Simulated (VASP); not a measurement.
# GeS3 (Pm-3m) in VASP: further runs, part 2 of 3

VASP 6.6.1. The steps go on from the part before.

## Step 3: Single point, PBE

This run uses another cell than the first one, of 19.76 Å³/atom.

INCAR

```
  PREC = Accurate
  ENCUT = 520
  EDIFF = 1E-7
  ISMEAR = 0
  SIGMA = 0.1
  LREAL = F
  LASPH = T
  NELM = 60
  ALGO = Normal
  ISIF = 2
  LWAVE = F
  LCHARG = T
  GGA = PE
  LELF = T
  LVHAR = T
  NBANDS = 24
```

KPOINTS

```
Automatic mesh
0
Gamma
  4 4 4
```

POSCAR

```
GeS3
1.0
    4.2916091179      0.0000000000      0.0000000000
    0.0000000000      4.2916091179      0.0000000000
    0.0000000000      0.0000000000      4.2916091179
Ge S
1 3
Direct
    0.0000000000      0.0000000000      0.0000000000
    0.0000000000      0.5000000000      0.5000000000
    0.5000000000      0.0000000000      0.5000000000
    0.5000000000      0.5000000000      0.0000000000
```

Potentials or basis: VASP PAW PBE potentials, release 64 (Ge_d, S).

Started as:

```sh
cat potpaw_PBE.64/Ge_d/POTCAR potpaw_PBE.64/S/POTCAR > POTCAR
mpirun -np 1 vasp_std > vasp.out
```

OUTCAR:

```text
PREC = Accurate
   ENCUT = 520
   EDIFF = 1E-7
   ISMEAR = 0
   LREAL = F
   LASPH = T
   NELM = 60
   ISIF = 2
   GGA = PE

 ion  position               nearest neighbor table
   1  0.000  0.000  0.000-
   2  0.000  0.500  0.500-
   3  0.500  0.000  0.500-
   4  0.500  0.500  0.000-

  LATTYP: Found a simple cubic cell.
 ALAT       =     4.2916091179

  Lattice vectors:

 A1 = (   4.2916091179,   0.0000000000,   0.0000000000)
 A2 = (   0.0000000000,   4.2916091179,   0.0000000000)
 A3 = (   0.0000000000,   0.0000000000,   4.2916091179)

Analysis of symmetry for initial positions (statically):
=====================================================================
 Subroutine PRICEL returns:
 Original cell was already a primitive cell.

 Routine SETGRP: Setting up the symmetry group for a
 simple cubic supercell.

 Subroutine GETGRP returns: Found 48 space group operations
 (whereof 48 operations were pure point group operations)
 out of a pool of 48 trial point group operations.

The static configuration has the point symmetry O_h .

Analysis of symmetry for dynamics (positions and initial velocities):
=====================================================================
 Subroutine PRICEL returns:
 Original cell was already a primitive cell.

 Routine SETGRP: Setting up the symmetry group for a
 simple cubic supercell.

 Subroutine GETGRP returns: Found 48 space group operations
 (whereof 48 operations were pure point group operations)
 out of a pool of 48 trial point group operations.

The dynamic configuration has the point symmetry O_h .

 Subroutine INISYM returns: Found 48 space group operations
 (whereof 48 operations are pure point group operations),
 and found     1 'primitive' translations

[... 97 lines left out ...]
   EFERMI =   0.00;   METHOD = LEGACY
   ISMEAR =     0;   SIGMA  =   0.10  broadening in eV -4-tet -1-fermi 0-gaus
   EFERMI_NEDOS =   21; number of points for ismear=-14 and -15
   IALGO  =     38    algorithm
   IMIX   =      4    mixing-type and parameters
     AMIX     =   0.40;   BMIX     =  1.00
     AMIX_MAG =   1.60;   BMIX_MAG =  1.00
  volume/ion in A,a.u.               =      19.76       133.35
  Fermi-wavevector in a.u.,A,eV,Ry     =   1.211076  2.288601 19.955728  1.466705
  Thomas-Fermi vector in A             =   2.346603
   LORBIT       =      0    0 simple, 1 ext, 2 COOP (PROOUT), +10 PAW based schemes
   GGA     = PE    functional components
   LHFCALC =     F    Hartree Fock is set to
   AEXX    =    0.0000 exact exchange contribution
   IVDW    =     0    specifies the selected vdW correction
   LEPSILON=     F    determine dielectric tensor
   LRPA    =     F    only Hartree local field effects (RPA)
 non-spin polarized calculation
 Gauss-broadening in eV      SIGMA  =   0.10
  energy-cutoff  :      520.00
  volume of cell :       79.04
 maximum number of plane-waves:      2176
 NGX is ok and might be reduce to    32
   NGX = 15   NGY = 15   NGZ = 15

 number of electron      31.9999963 magnetization

 Free energy of the ion-electron system (eV)
  ---------------------------------------------------
  ext. energy  EPLUGINS =         0.00000000
  ---------------------------------------------------
  free energy    TOTEN  =       -13.41633224 eV

  energy without entropy =      -13.39643495  energy(sigma->0) =      -13.40638360

 E-fermi :   5.1397     XC(G=0): -10.3282

 val. band max:        5.1200204428   @ k =   0.5000   0.5000   0.2500
 cond. band min:       5.3328472818   @ k =   0.2500   0.0000   0.0000
 fundamental gap:      0.2128268390
 Fermi energy:         5.1397448693

 k-point     1 :       0.0000    0.0000    0.0000
  band No.  band energies     occupation
      1     -20.0142      2.00000
      2     -20.0142      2.00000
      3     -20.0115      2.00000
      4     -20.0115      2.00000
      5     -20.0115      2.00000
      6      -9.4377      2.00000
[... 259 lines left out ...]
     23      13.9554      0.00000
     24      13.9554      0.00000

------------------------ aborting loop because EDIFF is reached ----------------------------------------

  FORCE on cell =-STRESS in cart. coord.  units (eV):
  Direction    XX          YY          ZZ          XY          YZ          ZX
  --------------------------------------------------------------------------------------
  -------------------------------------------------------------------------------------
  Total       -2.6746263     -2.6746263     -2.6746263      0.0000000      0.0000000     -0.0000000
  in kB      -54.2142198    -54.2142198    -54.2142198      0.0000000      0.0000000     -0.0000000
  external PRESSURE =     -54.2142198 kB  Pullay stress =       0.0000000 kB

 VOLUME and BASIS-vectors are now :
 -----------------------------------------------------------------------------
  energy-cutoff  :      520.00
  volume of cell :       79.04
      direct lattice vectors                 reciprocal lattice vectors
     4.291609118  0.000000000  0.000000000     0.233012833  0.000000000  0.000000000
     0.000000000  4.291609118  0.000000000     0.000000000  0.233012833  0.000000000
     0.000000000  0.000000000  4.291609118     0.000000000  0.000000000  0.233012833

 POSITION                                       TOTAL-FORCE (eV/Angst)
 -----------------------------------------------------------------------------------
      0.00000      0.00000      0.00000         0.000000      0.000000      0.000000
      0.00000      2.14580      2.14580         0.000000      0.000000      0.000000
      2.14580      0.00000      2.14580         0.000000      0.000000      0.000000
      2.14580      2.14580      0.00000         0.000000      0.000000      0.000000
 -----------------------------------------------------------------------------------
    total drift:                                0.000000     -0.000000     -0.000000

  FREE ENERGIE OF THE ION-ELECTRON SYSTEM (eV)
  ---------------------------------------------------
  free  energy   TOTEN  =       -13.4163322378 eV

  energy  without entropy=      -13.3964349522  energy(sigma->0) =      -13.40638360
```

stdout:

```text
POSCAR found type information on POSCAR GeS
 POSCAR found :  2 types and       4 ions
 scaLAPACK will be used
 LDA part: xc-table for (Slater+PW92), standard interpolation
 POSCAR, INCAR and KPOINTS ok, starting setup
 FFT: planning ... GRIDC
 FFT: planning ... GRID_SOFT
 FFT: planning ... GRID
 WAVECAR not read
 entering main loop
```

Run time: 7.9 s. Hardware: 1 thread of Intel Xeon 6975P-C (Granite Rapids), shared host; peak memory 0.17 GiB.

Results:

```yaml
Free_energy: -13.4163 eV
Pressure: -5.4 GPa
Band_gap_on_the_k_mesh: zero (bands 16 and 17 overlap by 1.45 eV)
```

Caveat: the k points lie up to 0.37 Å⁻¹ apart, too coarse for converged energies and pressures of a metal.

## Step 4: Relaxation of cell and atoms, PBE

This run uses another cell than the first one, of 19.76 Å³/atom.

INCAR

```
  ALGO = Normal
  EDIFF = 1E-6
  EDIFFG = -0.04
  ENCUT = 600
  GGA = PE
  IBRION = 2
  ISIF = 3
  ISMEAR = 0
  LASPH = True
  LCHARG = False
  LREAL = False
  LWAVE = False
  NELM = 60
  NSW = 90
  PREC = Accurate
  SIGMA = 0.1
```

KPOINTS

```
k-points
0
Gamma
  4 4 4
```

POSCAR is that of step 3.

Started as:

```sh
cat potpaw_PBE.64/Ge_d/POTCAR potpaw_PBE.64/S/POTCAR > POTCAR
mpirun -np 1 vasp_std > vasp.out
```

It took 16 s on 1 thread of Intel Xeon 6975P-C (Granite Rapids), shared host; peak memory 0.21 GiB.

It converged, with:

* Free energy: -13.5532 eV
* Relaxed volume: 17.91 Å³/atom
* Relaxed cell: a = 4.153 Å, b = 4.153 Å, c = 4.153 Å, α = 90.00°, β = 90.00°, γ = 90.00°
* Space group after relaxing (to 0.1 Å): Pm-3m (No. 221)
* Energy gained by relaxing: 34.1 meV/atom
* Ionic steps: 2
* Pressure after relaxing: -0.1 GPa
* Band gap on the k mesh: zero (bands 16 and 17 overlap by 1.64 eV)

Step by step:
```
step  energy change (eV)  largest force (eV/Å)  pressure (GPa)  volume (Å³)
   1              0.0000                0.0000           -5.42        79.04
   2             -0.1364                0.0000           -0.06        71.64
```

Final structure:
```xyz
4
Lattice="4.1533 0.0000 0.0000 0.0000 4.1533 0.0000 0.0000 0.0000 4.1533" Properties=species:S:1:pos:R:3 pbc="T T T"
Ge    0.0000    0.0000    0.0000
S     0.0000    2.0767    2.0767
S     2.0767    0.0000    2.0767
S     2.0767    2.0767    0.0000
```

Levels at points of the mesh, in eV from the Fermi level:
| k point | band 14 | band 15 | band 16 | band 17 | band 18 | band 19 |
| --- | --- | --- | --- | --- | --- | --- |
| (0.00, 0.00, 0.00) | -1.00 | -1.00 | 0.40 | 0.40 | 0.40 | 5.22 |
| (0.50, 0.00, 0.00) | -2.32 | -1.90 | -0.11 | 0.45 | 0.45 | 1.13 |
| (0.50, 0.50, 0.00) | -2.42 | -2.39 | -2.21 | 0.48 | 1.24 | 1.26 |
| (0.50, 0.50, 0.50) | 1.33 | 1.33 | 1.33 | 1.40 | 1.40 | 5.45 |

Caveat: the k points lie up to 0.38 Å⁻¹ apart in the final cell, too coarse for converged energies and pressures of a metal.

## Step 5: Single point, PBE

This run uses another cell than the first one, of 17.63 Å³/atom.

INCAR

```
SYSTEM = GeS3
PREC = Accurate
ENCUT = 520
EDIFF = 1E-6
ISMEAR = 0
SIGMA = 0.1
LREAL = .False.
LASPH = .True.
NELM = 80
ALGO = Normal
ISIF = 2
LWAVE = .False.
LCHARG = .True.
GGA = PE
LELF = .True.
LVHAR = .True.
NBANDS = 24
```

KPOINTS

```
regular mesh
0
Gamma
  12 12 12
  0 0 0
```

POSCAR

```
GeS3
1.0
    4.1311438523      0.0000000000      0.0000000000
    0.0000000000      4.1311438523      0.0000000000
    0.0000000000      0.0000000000      4.1311438523
Ge S
1 3
Direct
    0.0000000000      0.0000000000      0.0000000000
    0.0000000000      0.5000000000      0.5000000000
    0.5000000000      0.0000000000      0.5000000000
    0.5000000000      0.5000000000      0.0000000000
```

Potentials or basis: VASP PAW PBE potentials, release 64 (Ge_d, S).

Started as:

```sh
cat potpaw_PBE.64/Ge_d/POTCAR potpaw_PBE.64/S/POTCAR > POTCAR
mpirun -np 1 vasp_std > vasp.out
```

OUTCAR:

```text
SYSTEM = GeS3
   PREC = Accurate
   ENCUT = 520
   EDIFF = 1E-6
   ISMEAR = 0
   LREAL = .False.
   LASPH = .True.
   NELM = 80
   ISIF = 2
   GGA = PE

 ion  position               nearest neighbor table
   1  0.000  0.000  0.000-
   2  0.000  0.500  0.500-
   3  0.500  0.000  0.500-
   4  0.500  0.500  0.000-

  LATTYP: Found a simple cubic cell.
 ALAT       =     4.1311438523

  Lattice vectors:
[... 842 lines left out ...]

  FORCE on cell =-STRESS in cart. coord.  units (eV):
  Direction    XX          YY          ZZ          XY          YZ          ZX
  --------------------------------------------------------------------------------------
  -------------------------------------------------------------------------------------
  Total       -0.0354516     -0.0354516     -0.0354516      0.0000000      0.0000000      0.0000000
  in kB       -0.8056287     -0.8056287     -0.8056287      0.0000000      0.0000000      0.0000000
  external PRESSURE =      -0.8056287 kB  Pullay stress =       0.0000000 kB

 VOLUME and BASIS-vectors are now :
 -----------------------------------------------------------------------------
  energy-cutoff  :      520.00
  volume of cell :       70.50
      direct lattice vectors                 reciprocal lattice vectors
     4.131143852  0.000000000  0.000000000     0.242063708  0.000000000  0.000000000
     0.000000000  4.131143852  0.000000000     0.000000000  0.242063708  0.000000000
     0.000000000  0.000000000  4.131143852     0.000000000  0.000000000  0.242063708

 POSITION                                       TOTAL-FORCE (eV/Angst)
 -----------------------------------------------------------------------------------
      0.00000      0.00000      0.00000         0.000000      0.000000      0.000000
      0.00000      2.06557      2.06557         0.000000      0.000000      0.000000
      2.06557      0.00000      2.06557         0.000000      0.000000      0.000000
      2.06557      2.06557      0.00000         0.000000      0.000000      0.000000
 -----------------------------------------------------------------------------------
    total drift:                                0.000000     -0.000000     -0.000000

  FREE ENERGIE OF THE ION-ELECTRON SYSTEM (eV)
  ---------------------------------------------------
  free  energy   TOTEN  =       -13.6692830692 eV

  energy  without entropy=      -13.6565686463  energy(sigma->0) =      -13.66292586
```

OSZICAR:

```text
N       E                     dE             d eps       ncg     rms          rms(c)
DAV:   1     0.240400820519E+03    0.24040E+03   -0.14649E+04  5056   0.241E+03
DAV:   2     0.187364350692E+02   -0.22166E+03   -0.20783E+03  4624   0.642E+02
DAV:   3    -0.124522616463E+02   -0.31189E+02   -0.30303E+02  4816   0.122E+02
DAV:   4    -0.138003363712E+02   -0.13481E+01   -0.13444E+01  5072   0.271E+01
DAV:   5    -0.138391386060E+02   -0.38802E-01   -0.38797E-01  5320   0.502E+00    0.111E+01
DAV:   6    -0.136903285146E+02    0.14881E+00   -0.14376E-01  5600   0.385E+00    0.669E+00
DAV:   7    -0.136720035459E+02    0.18325E-01   -0.11669E-01  5560   0.208E+00    0.841E-01
DAV:   8    -0.136692489737E+02    0.27546E-02   -0.24577E-02  5008   0.160E+00    0.114E-01
DAV:   9    -0.136692482018E+02    0.77197E-06   -0.15113E-03  5200   0.397E-01    0.580E-02
DAV:  10    -0.136692767740E+02   -0.28572E-04   -0.14040E-04  5096   0.670E-02    0.286E-02
DAV:  11    -0.136692840446E+02   -0.72706E-05   -0.23644E-05  5608   0.608E-02    0.966E-03
DAV:  12    -0.136692830252E+02    0.10195E-05   -0.59626E-06  4960   0.254E-02    0.218E-03
DAV:  13    -0.136692830692E+02   -0.44059E-07   -0.50020E-07  3200   0.457E-03
   1 F= -.13669283E+02 E0= -.13662926E+02  d E =-.127144E-01
```

It took 43 s on 1 thread of Intel Xeon 6975P-C (Granite Rapids), shared host; peak memory 0.25 GiB.

Results:

* Free energy: -13.6693 eV
* Pressure: -0.1 GPa
* Band gap on the k mesh: zero (bands 16 and 17 overlap by 1.73 eV)

[end of part 2 of 3]

The gap in the log of VASP goes by the Fermi energy; the results here count the filled bands.